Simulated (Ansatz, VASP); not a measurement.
**ZrC: VASP beside Ansatz**

File INCAR:

```
SYSTEM = ZrC
PREC = Accurate
ENCUT = 520
EDIFF = 1E-7
ISMEAR = 0
SIGMA = 0.15
LREAL = .FALSE.
LASPH = .TRUE.
NELM = 80
ALGO = Normal
ISIF = 2
LWAVE = .FALSE.
LCHARG = .FALSE.
GGA = PE
NBANDS = 15
```

File KPOINTS:

```
regular mesh
0
G
  20 20 20
  0 0 0
```

POSCAR

```
ZrC
1.0
    0.0000000000      2.2116322854      2.6539587425
    2.2116322854      0.0000000000      2.6539587425
    2.2116322854      2.2116322854      0.0000000000
Zr C
1 1
Direct
    0.5000000000      0.5000000000      0.5000000000
    0.0000000000      0.0000000000      0.0000000000
```

Input for Ansatz:

```yaml
crystal:
  lattice:
    - [0.0, 2.2116322854, 2.6539587425]
    - [2.2116322854, 0.0, 2.6539587425]
    - [2.2116322854, 2.2116322854, 0.0]
  atoms:
    - { symbol: Zr, position: [0.5, 0.5, 0.5] }
    - { symbol: C, position: [0.0, 0.0, 0.0] }
basis:
  ecutwfc: 420
kpoints:
  mp_grid: { grid: [20, 20, 20] }
hamiltonian:
  xc: pbe
scf:
  occupations: { method: gaussian, width: 0.15 }
output:
  forces: true
  stress: true
  eigenvalues: true
```

Alike in both runs: task single point; functional PBE; k mesh 20 × 20 × 20; occupations gaussian, width 0.15 eV; no spin polarisation.

```csv
,VASP,Ansatz
version,VASP 6.6.1,Ansatz 0.2.0
potentials or method,"VASP PAW PBE potentials, release 64 (Zr_sv, C), cutoff 520 eV","scalar-relativistic, plane waves, PAW"
valence electrons in the cell,16,16
```

Ansatz gave:

- gap on the k mesh at the Fermi level (eV): none
- pressure (GPa): 14.9
- traceless stress, the component that is largest in VASP (GPa): -38.85

Estimate VASP's values.

gap on the k mesh at the Fermi level (eV): none; pressure (GPa): 15.1; traceless stress, the component that is largest in VASP (GPa): -39.06.

A gap of «none» marks a metal or a gap that the smearing closes.
